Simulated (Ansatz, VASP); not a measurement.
## KI in VASP and in Ansatz

The input INCAR:

```
SYSTEM = KI
  PREC = Accurate
  ENCUT = 520
  EDIFF = 1E-6
  ISMEAR = 0
  SIGMA = 0.05
  LREAL = .False.
  LASPH = .True.
  NELM = 60
  ALGO = Normal
  ISIF = 2
  LWAVE = .False.
  LCHARG = .True.
  GGA = PE
  LELF = .True.
  LVHAR = .True.
  NBANDS = 15
```

The input KPOINTS:

```
regular mesh
0
Gamma
  6 6 6
  0 0 0
```

File POSCAR:

```
KI
1.0
    0.0044056875      3.5245500000      3.5245500000
    3.5289556875      0.0000000000      3.5289556875
    3.5245500000      3.5245500000      0.0044056875
K I
1 1
Direct
    0.0000000000      0.0000000000      0.0000000000
    0.5000000000      0.5000000000      0.5000000000
```

Input for Ansatz:

```yaml
crystal:
  lattice:
    - [0.0044056875, 3.52455, 3.52455]
    - [3.5289556875, 0.0, 3.5289556875]
    - [3.52455, 3.52455, 0.0044056875]
  atoms:
    - { symbol: K, position: [0.0, 0.0, 0.0] }
    - { symbol: I, position: [0.5, 0.5, 0.5] }
basis:
  ecutwfc: 420
kpoints:
  mp_grid: { grid: [6, 6, 6] }
hamiltonian:
  xc: pbe
scf:
  occupations: { method: gaussian, width: 0.05 }
output:
  forces: true
  stress: true
  eigenvalues: true
```

Change from the starting cell: strain +0.0025 x Voigt [0, 0, 0, 0, 1, 0], atoms carried along.

Alike in both runs: task single point; functional PBE; k mesh 6 × 6 × 6; occupations gaussian, width 0.05 eV; no spin polarisation.

|  | VASP | Ansatz |
| --- | --- | --- |
| version | VASP 6.6.1 | Ansatz 0.2.0 |
| potentials or method | VASP PAW PBE potentials, release 64 (K_sv, I), cutoff 520 eV | scalar-relativistic, plane waves, PAW |
| valence electrons in the cell | 16 | 26 |

|  | VASP | Ansatz | Ansatz less VASP |
| --- | --- | --- | --- |
| gap on the k mesh at the Fermi level (eV) | 3.98 | 3.98 | +0.004 |
| least direct gap on the mesh (eV) | 3.98 | 3.98 | +0.004 |
| pressure (GPa) | 0.7 | 0.7 | -0.04 |

The functional is the same, so the differences come from potentials, cutoffs and numerics. VASP's potentials hold 16 valence electrons a cell and Ansatz's 26, so a difference there can come from the potentials and not from the codes.

Spin-orbit coupling is off throughout.
